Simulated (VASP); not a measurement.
Runs of VASP 6.6.1 on CoSi2. Symmetry: Fm-3m, No. 225, cubic system. The conventional cell has a = 5.356 Å, b = 5.356 Å, c = 5.356 Å, α = 90.00°, β = 90.00°, γ = 90.00°. Within 3.1 Å of Co (site symmetry m-3m) lie 8 Si at 2.32 Å. Within 3.1 Å of Si (site symmetry -43m) lie 4 Co at 2.32 Å and 6 Si at 2.68 Å. 

```tsv
spin	fixed moment (μB)	pressure (GPa)	moment (μB)
collinear, ferromagnetic start	1.2	1.8	1.20
collinear, zero start	0.0	(b)	0.00
collinear, ferromagnetic start	0.6	-3.3	0.60
collinear, ferromagnetic start	1.8	8.0	1.80
collinear, ferromagnetic start	2.4	14.2	2.40
collinear, ferromagnetic start	3.0	(a)	3.00
```

Alike in all rows: task single point; level PBEsol; potentials or basis VASP PAW PBE potentials, release 64 (Co, Si); cell as given; k mesh 10 × 10 × 10; cutoff (eV) 520; smearing fermi-dirac 0.1 eV.

Q: Estimate the missing entries.

A: (a) 20.3; (b) -4.4.

Caveats: the PAW data sets were made with another functional, which shifts forces and pressure a little; the total moment is fixed, so each spin has its own Fermi level.
